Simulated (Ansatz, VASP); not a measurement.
One calculation of CuCl, two programs

The input POSCAR:

```
CuCl
1.0
    0.0000000000      2.7190033884      2.7190033884
    2.7190033884      0.0000000000      2.7190033884
    2.7190033884      2.7190033884      0.0000000000
Cu Cl
1 1
Direct
    0.0000000000      0.0000000000      0.0000000000
    0.2500000000      0.2500000000      0.2500000000
```

The input INCAR.step1:

```
SYSTEM = CuCl
  ALGO = Normal
  EDIFF = 1E-5
  ENCUT = 520
  GGA = PE
  GGA_COMPAT = .FALSE.
  ISIF = 2
  ISMEAR = -1
  LASPH = .TRUE.
  LCHARG = .FALSE.
  LREAL = .FALSE.
  LWAVE = .TRUE.
  NBANDS = 16
  NELM = 120
  PREC = Accurate
  SIGMA = 0.05
```

Contents of INCAR.step2:

```
SYSTEM = CuCl
  ALGO = Normal
  EDIFF = 1E-6
  ENCUT = 520
  GGA = PE
  GGA_COMPAT = .FALSE.
  HFSCREEN = 0.2079
  ISIF = 2
  ISMEAR = -1
  ISTART = 1
  LASPH = .TRUE.
  LCHARG = .FALSE.
  LHFCALC = .TRUE.
  LREAL = .FALSE.
  LWAVE = .FALSE.
  NBANDS = 16
  NELM = 120
  PREC = Accurate
  PRECFOCK = Normal
  SIGMA = 0.05
```

KPOINTS

```
k-points
0
G
  4 4 4
  0 0 0
```

Input for Ansatz:

```yaml
crystal:
  lattice:
    - [0.0, 2.719003388399, 2.719003388399]
    - [2.719003388399, 0.0, 2.719003388399]
    - [2.719003388399, 2.719003388399, 0.0]
  atoms:
    - { symbol: Cu, position: [0.0, 0.0, 0.0] }
    - { symbol: Cl, position: [0.25, 0.25, 0.25] }
kpoints:
  mp_grid: { grid: [4, 4, 4] }
hamiltonian:
  xc: hse06
  pseudopotentials: { kind: paw }
scf:
  occupations: { method: fermi_dirac, width: 0.05 }
  convergence: { dr2_threshold: "1e-10 eV" }
  exx: { energy_threshold: "2e-8 eV" }
output:
  forces: true
  stress: true
  eigenvalues: true
```

Alike in both runs: task single point; functional HSE06; k mesh 4 × 4 × 4; occupations fermi-dirac, width 0.05 eV; no spin polarisation.

|  | VASP | Ansatz |
| --- | --- | --- |
| version | VASP 6.6.1 | Ansatz 0.2.0 development build |
| potentials or method | VASP PAW PBE potentials, release 64 (Cu, Cl) | plane waves, PAW datasets (generated soft set 1) |
| plane-wave cutoff (eV) | 520 | 420 |
| valence electrons in the cell | 18 | 26 |

|  | VASP | Ansatz | Ansatz less VASP |
| --- | --- | --- | --- |
| gap on the k mesh at the Fermi level (eV) | 2.32 | 2.35 | +0.027 |

The functional is the same, so the differences come from potentials, cutoffs and numerics. VASP's potentials hold 18 valence electrons a cell and Ansatz's 26, so a difference there can come from the potentials and not from the codes.

The k mesh is coarse, so the values compare programs but aren't converged.
